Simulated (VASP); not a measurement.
A run of VASP 6.6.1:

Contents of INCAR:

```
SYSTEM = B12HN12
  ALGO = Normal
  EDIFF = 1E-7
  ENCUT = 520
  GGA = PE
  ISIF = 2
  ISMEAR = 0
  IVDW = 12
  LASPH = .True.
  LCHARG = .True.
  LELF = .True.
  LREAL = Auto
  LVHAR = .True.
  LWAVE = .False.
  NBANDS = 66
  NELECT = 96.0
  NELM = 60
  PREC = Accurate
  SIGMA = 0.02
```

KPOINTS

```
Automatic mesh
0
Gamma
  2 2 2
  0.5 0.5 0.5
```

Contents of POSCAR:

```
B12HN12
1.0
   -3.7615274009     -3.3394822066     -4.3376638254
    3.7615274009     -3.3394822066      4.3376638254
   -3.7615274009      3.3394822066      4.3376638254
B N H
12 12 1
Direct
    0.1678562622      0.7519001516      0.9204635909
    1.0134309665      0.0050771083      0.0065003968
    0.3415066296      0.5086880042      0.8353412804
    0.8404293349      0.2659495353      0.0936820115
    0.6667130679      0.5026248188      0.1710947982
    0.1692197826      0.2539770737      0.4201324085
    0.4996597704      0.7519612856      0.2522143699
    0.3294968675     -0.0028568847      0.3358214997
    0.9996833075      0.5026147147      0.5040841027
    0.8345201131      0.7525713671      0.5862183955
    0.6668553437      0.0051857766      0.6598137892
    0.5020311047      0.2539991422      0.7529189184
    0.1651703313      0.0830192901      0.2529377778
    1.0004714175      0.3359464228      0.3371321258
    0.3312272079      0.8327263052      0.1696654242
    0.8330197565      0.5851396021      0.4202846148
    0.6669955701      0.8355054037      0.5025407718
    0.1691144356      0.5865262734      0.7536314356
    0.4983044146      0.0830684775      0.5860188584
    0.3391728673      0.3399118609      0.6689042747
    1.0010475076      0.8354246507      0.8366755330
    0.8781522115      0.1300516455      0.9200778328
    0.6669652481      0.3359299718      1.0036348436
    0.5010808105      0.5865466658      0.0855776280
    0.0352139008      0.2875155676     -0.0793485669
```

Potentials or basis: VASP PAW PBE potentials, release 64 (B, N, H).

Launch:

```bash
$ cat potpaw_PBE.64/B/POTCAR potpaw_PBE.64/N/POTCAR potpaw_PBE.64/H/POTCAR > POTCAR
$ mpirun -np 1 vasp_std > vasp.out
```

Hardware: 1 thread of AMD EPYC 7R43 64-Core Processor (Zen 3), on a shared host.

How long does it take, and how much memory?

Run time: 3.2 min on 1 thread of AMD EPYC 7R43 64-Core Processor (Zen 3) (shared host), peak memory 0.31 GiB. Counts: scf iterations 16, k points 4.
